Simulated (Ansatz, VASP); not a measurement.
## Co in VASP and in Ansatz

```
Co
1.0
    -1.43859    1.43859    1.43859
     1.43859   -1.43859    1.43859
     1.43859    1.43859   -1.43859
Co
1
Direct
  0.00000 0.00000 0.00000
```

Alike in both runs: task single point; functional RPBE; k mesh 17 × 17 × 17; occupations fermi-dirac, width 0.05 eV; collinear spin.

```csv
,VASP,Ansatz
version,VASP 6.6.1,Ansatz 0.2.0
potentials or method,"VASP PAW PBE potentials, release 64 (Co), cutoff 520 eV","plane waves (420 eV) with PAW, scalar-relativistic"
valence electrons in the cell,9,17
```

Ansatz gave:

```
pressure (GPa)                                                : -7.1
net moment per atom (μB)                                      : 1.80
size of the moment on the site where the two differ most (μB) : 1.88
```

What did VASP give for the same quantities?

Pressure (GPa): -7.5; net moment per atom (μB): 1.77; size of the moment on the site where the two differ most (μB): 1.81.

VASP's potentials were made for PBE, not for RPBE. Site moments also hang on the region over which each program counts them. VASP's potentials hold 9 valence electrons a cell and Ansatz's 17, so a difference there can come from the potentials and not from the codes.
